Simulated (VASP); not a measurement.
# NbTe (Fm-3m) in VASP: further runs

NbTe is run at these levels: PBE; tasks: single point.

Program: VASP 6.6.1. These are calculated values, not measurements. Logs are shortened: lines on timing, memory, paths and dates and some standing lists are left out, and cuts for length are marked.

## (1) The cell of the first run

The structure is cubic, space group Fm-3m (No. 225). The conventional cell has a = 5.712 Å, b = 5.712 Å, c = 5.712 Å, α = 90.00°, β = 90.00°, γ = 90.00°. Within 3.8 Å of Nb (site symmetry m-3m) lie 6 Te at 2.86 Å. Te (site symmetry m-3m) has 6 Nb at 2.86 Å within 3.8 Å.

## (2) Single point, PBE, collinear spin (23.29 Å³/atom)

Input file INCAR:

```
  PREC = Accurate
  ENCUT = 520
  EDIFF = 1E-6
  ISMEAR = 0
  SIGMA = 0.05
  LREAL = False
  LASPH = True
  NELM = 150
  ALGO = Normal
  ISIF = 2
  LWAVE = False
  LCHARG = False
  ISPIN = 2
  MAGMOM = 0.83 0
  LORBIT = 11
  LMAXMIX = 4
  GGA = PE
  NBANDS = 20
```

Input file KPOINTS:

```
regular mesh
0
Gamma
  10 10 10
```

Input file POSCAR:

```
NbTe
1.0
    0.0000000000      2.8559309941      2.8559309941
    2.8559309941      0.0000000000      2.8559309941
    2.8559309941      2.8559309941      0.0000000000
Nb Te
1 1
Direct
    0.5000000000      0.5000000000      0.5000000000
    0.0000000000      0.0000000000      0.0000000000
```

Potentials or basis: VASP PAW PBE potentials, release 64 (Nb_sv, Te).

Command:

```bash
$ cat potpaw_PBE.64/Nb_sv/POTCAR potpaw_PBE.64/Te/POTCAR > POTCAR
$ mpirun -np 1 vasp_std > vasp.out
```

OUTCAR:

```text
PREC = Accurate
   ENCUT = 520
   EDIFF = 1E-6
   ISMEAR = 0
   LREAL = False
   LASPH = True
   NELM = 150
   ISIF = 2
   ISPIN = 2
   LORBIT = 11
   GGA = PE

 ion  position               nearest neighbor table
   1  0.500  0.500  0.500-   2 2.86   2 2.86   2 2.86   2 2.86   2 2.86   2 2.86
   2  0.000  0.000  0.000-   1 2.86   1 2.86   1 2.86   1 2.86   1 2.86   1 2.86

  LATTYP: Found a face centered cubic cell.
 ALAT       =     5.7118619882

  Lattice vectors:

 A1 = (   0.0000000000,   2.8559309941,   2.8559309941)
 A2 = (   2.8559309941,   0.0000000000,   2.8559309941)
 A3 = (   2.8559309941,   2.8559309941,   0.0000000000)

Analysis of symmetry for initial positions (statically):
=====================================================================
 Subroutine PRICEL returns:
 Original cell was already a primitive cell.

 Routine SETGRP: Setting up the symmetry group for a
 face centered cubic supercell.

 Subroutine GETGRP returns: Found 48 space group operations
 (whereof 48 operations were pure point group operations)
 out of a pool of 48 trial point group operations.

The static configuration has the point symmetry O_h .

Analysis of symmetry for dynamics (positions and initial velocities):
=====================================================================
 Subroutine PRICEL returns:
 Original cell was already a primitive cell.

 Routine SETGRP: Setting up the symmetry group for a
 face centered cubic supercell.

 Subroutine GETGRP returns: Found 48 space group operations
 (whereof 48 operations were pure point group operations)
 out of a pool of 48 trial point group operations.

The dynamic configuration has the point symmetry O_h .

Analysis of structural, dynamic, and magnetic symmetry:
=====================================================================
 Subroutine PRICEL returns:
 Original cell was already a primitive cell.

 Routine SETGRP: Setting up the symmetry group for a
 face centered cubic supercell.

 Subroutine GETGRP returns: Found 48 space group operations
 (whereof 48 operations were pure point group operations)
 out of a pool of 48 trial point group operations.

The overall configuration has the point symmetry O_h .

 Subroutine INISYM returns: Found 48 space group operations
 (whereof 48 operations are pure point group operations),
 and found     1 'primitive' translations

----------------------------------------------------------------------------------------

                                     Primitive cell

  volume of cell :      46.5879

  direct lattice vectors                    reciprocal lattice vectors
     0.000000000  2.855930994  2.855930994    -0.175074258  0.175074258  0.175074258
     2.855930994  0.000000000  2.855930994     0.175074258 -0.175074258  0.175074258
     2.855930994  2.855930994  0.000000000     0.175074258  0.175074258 -0.175074258

  length of vectors
     4.038896345  4.038896345  4.038896345     0.303237510  0.303237510  0.303237510

  position of ions in fractional coordinates (direct lattice)
     0.500000000  0.500000000  0.500000000
     0.000000000  0.000000000  0.000000000

  ion indices of the primitive-cell ions
   primitive index   ion index
                 1           1
                 2           2

----------------------------------------------------------------------------------------

 KPOINTS: regular mesh

Automatic generation of k-mesh.
 Grid dimensions read from file:
 generate k-points for:   10   10   10

 Generating k-lattice:

  Cartesian coordinates                     Fractional coordinates (reciprocal lattice)
    -0.017507426  0.017507426  0.017507426     0.100000000  0.000000000  0.000000000
     0.017507426 -0.017507426  0.017507426     0.000000000  0.100000000  0.000000000
     0.017507426  0.017507426 -0.017507426     0.000000000  0.000000000  0.100000000

  Length of vectors
     0.030323751  0.030323751  0.030323751

  Shift w.r.t. Gamma in fractional coordinates (k-lattice)
     0.000000000  0.000000000  0.000000000

 Subroutine IBZKPT returns following result:
 ===========================================

 Found     47 irreducible k-points:

 Following reciprocal coordinates:
            Coordinates               Weight
  0.000000  0.000000  0.000000      1.000000
  0.100000  0.000000  0.000000      8.000000
  0.200000  0.000000  0.000000      8.000000
  0.300000  0.000000  0.000000      8.000000
  0.400000  0.000000  0.000000      8.000000
  0.500000  0.000000  0.000000      4.000000
[... 16 lines left out ...]
  0.300000  0.300000  0.000000      6.000000
  0.400000  0.300000  0.000000     24.000000
 [... further k-points ...]
   k-points           NKPTS =     47   k-points in BZ     NKDIM =     47   number of bands    NBANDS=     20
   number of dos      NEDOS =    301   number of ions     NIONS =      2
   total plane-waves  NPLWV =  27000
   dimension x,y,z NGX =    30 NGY =   30 NGZ =   30
   dimension x,y,z NGXF=    60 NGYF=   60 NGZF=   60
   ions per type =               1   1
   NGX,Y,Z   is equivalent  to a cutoff of  12.35, 12.35, 12.35 a.u.
   NGXF,Y,Z  is equivalent  to a cutoff of  24.70, 24.70, 24.70 a.u.
 SYSTEM =  unknown system
   PREC   = accura    normal or accurate (medium, high low for compatibility)
   ISTART =      0    job   : 0-new  1-cont  2-samecut
   ICHARG =      2    charge: 1-file 2-atom 10-const
   ISPIN  =      2    spin polarized calculation?
   LNONCOLLINEAR =      F non collinear calculations
   LSORBIT =      F    spin-orbit coupling
   LASPH  =      T    aspherical Exc in radial PAW
   ENCUT  =  520.0 eV  38.22 Ry    6.18 a.u.   7.51  7.51  7.51*2*pi/ulx,y,z
   NELM   =    150;   NELMIN=  2; NELMDL= -5     # of ELM steps
   EDIFF  = 0.1E-05   stopping-criterion for ELM
   LREAL  =      F    real-space projection
   EDIFFG = 0.1E-04   stopping-criterion for IOM
   NSW    =      0    number of steps for IOM
   IBRION =     -1    ionic relax: 0-MD 1-quasi-New 2-CG
   NFREE  =      0    steps in history (QN), initial steepest desc. (CG)
   ISIF   =      2    stress and relaxation
   ISYM   =      2    0-nonsym 1-usesym 2-fastsym
   POTIM  = 0.5000    time-step for ionic-motion
   TEBEG  =    0.0;   TEEND  =   0.0 temperature during run
   PSTRESS=    0.0 pullay stress
   NELECT =      19.0000    total number of electrons
   NUPDOWN=      -1.0000    fix difference up-down
   EMIN   =  10.00;   EMAX   =-10.00  energy-range for DOS
   EFERMI =   0.00;   METHOD = LEGACY
   ISMEAR =     0;   SIGMA  =   0.05  broadening in eV -4-tet -1-fermi 0-gaus
   EFERMI_NEDOS =   21; number of points for ismear=-14 and -15
   IALGO  =     38    algorithm
   IMIX   =      4    mixing-type and parameters
     AMIX     =   0.40;   BMIX     =  1.00
     AMIX_MAG =   1.60;   BMIX_MAG =  1.00
  volume/ion in A,a.u.               =      23.29       157.20
  Fermi-wavevector in a.u.,A,eV,Ry     =   1.214046  2.294213 20.053717  1.473907
  Thomas-Fermi vector in A             =   2.349478
   LORBIT       =     11    0 simple, 1 ext, 2 COOP (PROOUT), +10 PAW based schemes
   GGA     = PE    functional components
   LHFCALC =     F    Hartree Fock is set to
   AEXX    =    0.0000 exact exchange contribution
   IVDW    =     0    specifies the selected vdW correction
   LEPSILON=     F    determine dielectric tensor
   LRPA    =     F    only Hartree local field effects (RPA)
 spin polarized calculation
 Gauss-broadening in eV      SIGMA  =   0.05
  energy-cutoff  :      520.00
  volume of cell :       46.59
 maximum number of plane-waves:      1279
   NGX = 15   NGY = 15   NGZ = 15

 number of electron      19.0000001 magnetization       0.9742637

 Free energy of the ion-electron system (eV)
  ---------------------------------------------------
  ext. energy  EPLUGINS =         0.00000000
  ---------------------------------------------------
  free energy    TOTEN  =       -12.58012480 eV

  energy without entropy =      -12.57743190  energy(sigma->0) =      -12.57877835

 E-fermi :  10.2551     XC(G=0): -10.9506

 val. band max:       10.2520896712   @ k =  -0.3000   0.1000   0.0000
 cond. band min:      10.2752509829   @ k =  -0.4000   0.3000   0.0000
 fundamental gap:      0.0231613117
 Fermi energy:        10.2550871621

 spin component 1

 k-point     1 :       0.0000    0.0000    0.0000
  band No.  band energies     occupation
      1     -45.5499      1.00000
      2     -21.6800      1.00000
      3     -21.6800      1.00000
      4     -21.6800      1.00000
      5      -3.5249      1.00000
      6       8.6162      1.00000
[... 12 lines left out ...]
     19      21.1047      0.00000
     20      21.1047      0.00000
[... 507 lines left out ...]
 k-point    24 :       0.4000    0.3000    0.0000
  band No.  band energies     occupation
      1     -45.5456      1.00000
      2     -21.7285      1.00000
      3     -21.7001      1.00000
      4     -21.6983      1.00000
      5      -2.3596      1.00000
      6       4.4195      1.00000
[... 12 lines left out ...]
     19      22.4844      0.00000
     20      23.5630      0.00000

 [... further k-points ...]

 spin component 2

 k-point     1 :       0.0000    0.0000    0.0000
  band No.  band energies     occupation
      1     -45.0520      1.00000
      2     -21.1108      1.00000
      3     -21.1108      1.00000
      4     -21.1108      1.00000
      5      -3.4679      1.00000
      6       8.7251      1.00000
[... 12 lines left out ...]
     19      21.5031      0.00000
     20      21.5031      0.00000
[... 507 lines left out ...]
 k-point    24 :       0.4000    0.3000    0.0000
  band No.  band energies     occupation
      1     -45.0477      1.00000
      2     -21.1601      1.00000
      3     -21.1311      1.00000
      4     -21.1293      1.00000
      5      -2.3245      1.00000
      6       4.5710      1.00000
[... 12 lines left out ...]
     19      22.7110      0.00000
     20      23.7776      0.00000

 [... further k-points ...]

------------------------ aborting loop because EDIFF is reached ----------------------------------------

  FORCE on cell =-STRESS in cart. coord.  units (eV):
  Direction    XX          YY          ZZ          XY          YZ          ZX
  --------------------------------------------------------------------------------------
  -------------------------------------------------------------------------------------
  Total       -0.0369011     -0.0369011     -0.0369011      0.0000000      0.0000000     -0.0000000
  in kB       -1.2690435     -1.2690435     -1.2690435      0.0000000      0.0000000     -0.0000000
  external PRESSURE =      -1.2690435 kB  Pullay stress =       0.0000000 kB

 VOLUME and BASIS-vectors are now :
 -----------------------------------------------------------------------------
  energy-cutoff  :      520.00
  volume of cell :       46.59
      direct lattice vectors                 reciprocal lattice vectors
     0.000000000  2.855930994  2.855930994    -0.175074258  0.175074258  0.175074258
     2.855930994  0.000000000  2.855930994     0.175074258 -0.175074258  0.175074258
     2.855930994  2.855930994  0.000000000     0.175074258  0.175074258 -0.175074258

 POSITION                                       TOTAL-FORCE (eV/Angst)
 -----------------------------------------------------------------------------------
      2.85593      2.85593      2.85593         0.000000      0.000000      0.000000
      0.00000      0.00000      0.00000        -0.000000     -0.000000     -0.000000
 -----------------------------------------------------------------------------------
    total drift:                                0.000000     -0.000000      0.000000

  FREE ENERGIE OF THE ION-ELECTRON SYSTEM (eV)
  ---------------------------------------------------
  free  energy   TOTEN  =       -12.5801247967 eV

  energy  without entropy=      -12.5774318970  energy(sigma->0) =      -12.57877835

 total charge

# of ion       s       p       d       tot
------------------------------------------
    1        2.115   5.950   2.601  10.666
    2        1.330   2.064   0.098   3.492
--------------------------------------------------
tot          3.444   8.014   2.700  14.158

 magnetization (x)

# of ion       s       p       d       tot
------------------------------------------
    1        0.012   0.005   0.730   0.747
    2        0.000  -0.026   0.013  -0.013
--------------------------------------------------
tot          0.012  -0.021   0.743   0.734
```

It took 1.8 min on 1 thread of Intel Xeon 6975P-C (Granite Rapids), shared host; peak memory 0.23 GiB.

Results:

| Item | Value |
| --- | --- |
| Free energy | -12.5801 eV |
| Pressure | -0.1 GPa |
| Band gap on the k mesh | zero (filled and empty bands overlap) |
| Net moment | 0.97 μB per cell |
| Site moments | Nb +0.75; Te -0.01 μB |
| Valence electrons inside the program's atomic spheres | Nb 10.67; Te 3.49 |

Caveat: spin-orbit coupling is left out, which moves the levels of the heavy elements.

## (3) Single point, PBE, collinear spin

Input file INCAR:

```
  PREC = Accurate
  ENCUT = 520
  EDIFF = 1E-7
  ISMEAR = 0
  SIGMA = 0.05
  LREAL = F
  LASPH = T
  NELM = 150
  ALGO = Normal
  ISIF = 2
  LWAVE = F
  LCHARG = F
  ISPIN = 2
  MAGMOM = 0.5 0
  LORBIT = 11
  LMAXMIX = 4
  GGA = PE
  NBANDS = 20
```

Input file KPOINTS:

```
Automatic mesh
0
Gamma
  10 10 10
```

POSCAR is that of step 2.

Potentials or basis: VASP PAW PBE potentials, release 64 (Nb_sv, Te).

Command:

```bash
$ cat potpaw_PBE.64/Nb_sv/POTCAR potpaw_PBE.64/Te/POTCAR > POTCAR
$ mpirun -np 1 vasp_std > vasp.out
```

OUTCAR:

```text
PREC = Accurate
   ENCUT = 520
   EDIFF = 1E-7
   ISMEAR = 0
   LREAL = F
   LASPH = T
   NELM = 150
   ISIF = 2
   ISPIN = 2
   LORBIT = 11
   GGA = PE

 ion  position               nearest neighbor table
   1  0.500  0.500  0.500-   2 2.86   2 2.86   2 2.86   2 2.86   2 2.86   2 2.86
   2  0.000  0.000  0.000-   1 2.86   1 2.86   1 2.86   1 2.86   1 2.86   1 2.86

  LATTYP: Found a face centered cubic cell.
 ALAT       =     5.7118619882

  Lattice vectors:

 A1 = (   0.0000000000,   2.8559309941,   2.8559309941)
 A2 = (   2.8559309941,   0.0000000000,   2.8559309941)
 A3 = (   2.8559309941,   2.8559309941,   0.0000000000)

Analysis of symmetry for initial positions (statically):
=====================================================================
 Subroutine PRICEL returns:
 Original cell was already a primitive cell.

 Routine SETGRP: Setting up the symmetry group for a
 face centered cubic supercell.

 Subroutine GETGRP returns: Found 48 space group operations
 (whereof 48 operations were pure point group operations)
 out of a pool of 48 trial point group operations.

The static configuration has the point symmetry O_h .

Analysis of symmetry for dynamics (positions and initial velocities):
=====================================================================
 Subroutine PRICEL returns:
 Original cell was already a primitive cell.

 Routine SETGRP: Setting up the symmetry group for a
 face centered cubic supercell.

 Subroutine GETGRP returns: Found 48 space group operations
 (whereof 48 operations were pure point group operations)
 out of a pool of 48 trial point group operations.

The dynamic configuration has the point symmetry O_h .

Analysis of structural, dynamic, and magnetic symmetry:
=====================================================================
 Subroutine PRICEL returns:
 Original cell was already a primitive cell.

 Routine SETGRP: Setting up the symmetry group for a
[... 148 lines left out ...]
  ext. energy  EPLUGINS =         0.00000000
  ---------------------------------------------------
  free energy    TOTEN  =       -12.56961183 eV

  energy without entropy =      -12.56533208  energy(sigma->0) =      -12.56747195

 E-fermi :  10.2361     XC(G=0): -10.9621

 val. band max:       10.2234828898   @ k =  -0.3000   0.3000   0.1000
 cond. band min:      10.2497621077   @ k =   0.1000   0.0000   0.0000
 fundamental gap:      0.0262792179
 Fermi energy:        10.2361355190

 spin component 1

 k-point     1 :       0.0000    0.0000    0.0000
  band No.  band energies     occupation
      1     -45.4194      1.00000
      2     -21.5112      1.00000
      3     -21.5112      1.00000
      4     -21.5112      1.00000
      5      -3.4949      1.00000
      6       8.7159      1.00000
[... 541 lines left out ...]
     19      22.5785      0.00000
     20      23.6535      0.00000

 [... further k-points ...]

 spin component 2

 k-point     1 :       0.0000    0.0000    0.0000
  band No.  band energies     occupation
      1     -45.3692      1.00000
      2     -21.4536      1.00000
      3     -21.4536      1.00000
      4     -21.4536      1.00000
      5      -3.4911      1.00000
      6       8.7163      1.00000
[... 541 lines left out ...]
     19      22.5992      0.00000
     20      23.6749      0.00000

 [... further k-points ...]

------------------------ aborting loop because EDIFF is reached ----------------------------------------

  FORCE on cell =-STRESS in cart. coord.  units (eV):
  Direction    XX          YY          ZZ          XY          YZ          ZX
  --------------------------------------------------------------------------------------
  -------------------------------------------------------------------------------------
  Total       -0.2375608     -0.2375608     -0.2375608     -0.0000000     -0.0000000      0.0000000
  in kB       -8.1698160     -8.1698160     -8.1698160     -0.0000000     -0.0000000      0.0000000
  external PRESSURE =      -8.1698160 kB  Pullay stress =       0.0000000 kB

 VOLUME and BASIS-vectors are now :
 -----------------------------------------------------------------------------
  energy-cutoff  :      520.00
  volume of cell :       46.59
      direct lattice vectors                 reciprocal lattice vectors
     0.000000000  2.855930994  2.855930994    -0.175074258  0.175074258  0.175074258
     2.855930994  0.000000000  2.855930994     0.175074258 -0.175074258  0.175074258
     2.855930994  2.855930994  0.000000000     0.175074258  0.175074258 -0.175074258

 POSITION                                       TOTAL-FORCE (eV/Angst)
 -----------------------------------------------------------------------------------
      2.85593      2.85593      2.85593         0.000000     -0.000000     -0.000000
      0.00000      0.00000      0.00000         0.000000      0.000000      0.000000
 -----------------------------------------------------------------------------------
    total drift:                                0.000000     -0.000000      0.000000

  FREE ENERGIE OF THE ION-ELECTRON SYSTEM (eV)
  ---------------------------------------------------
  free  energy   TOTEN  =       -12.5696118274 eV

  energy  without entropy=      -12.5653320765  energy(sigma->0) =      -12.56747195

 total charge

# of ion       s       p       d       tot
------------------------------------------
    1        2.117   5.950   2.583  10.650
    2        1.331   2.060   0.101   3.491
--------------------------------------------------
tot          3.447   8.010   2.684  14.141

 magnetization (x)

# of ion       s       p       d       tot
------------------------------------------
    1        0.001   0.000   0.074   0.075
    2       -0.000  -0.003   0.001  -0.002
--------------------------------------------------
tot          0.001  -0.002   0.075   0.073
```

It took 3 min on 1 thread of Intel Xeon 6975P-C (Granite Rapids), shared host; peak memory 0.23 GiB.

Results:

* Free energy: -12.5696 eV
* Pressure: -0.8 GPa
* Net moment: 0.09 μB per cell
* Site moments: Nb +0.07; Te -0.00 μB
* Valence electrons inside the program's atomic spheres: Nb 10.65; Te 3.49

Levels at points of the mesh, in eV from the Fermi level:
Spin up:
```
           k point  band 8  band 9  band 10  band 11  band 12  band 13
(0.00, 0.00, 0.00)   -1.52   -1.41    -1.41    -1.41    -1.03    -1.03
(0.50, 0.00, 0.00)   -4.54    0.15     0.15     0.60     2.23     4.69
(0.50, 0.50, 0.00)   -3.20   -2.81    -0.29     0.74     0.74     1.04
```
Spin down:
| k point | band 7 | band 8 | band 9 | band 10 | band 11 | band 12 |
| --- | --- | --- | --- | --- | --- | --- |
| (0.00, 0.00, 0.00) | -1.52 | -1.52 | -1.35 | -1.35 | -1.35 | -0.98 |
| (0.50, 0.00, 0.00) | -4.52 | -4.52 | 0.23 | 0.23 | 0.67 | 2.25 |
| (0.50, 0.50, 0.00) | -3.19 | -3.19 | -2.76 | -0.25 | 0.82 | 0.82 |

Caveat: spin-orbit coupling is left out, which moves the levels of the heavy elements.

[end of part 1 of 2]
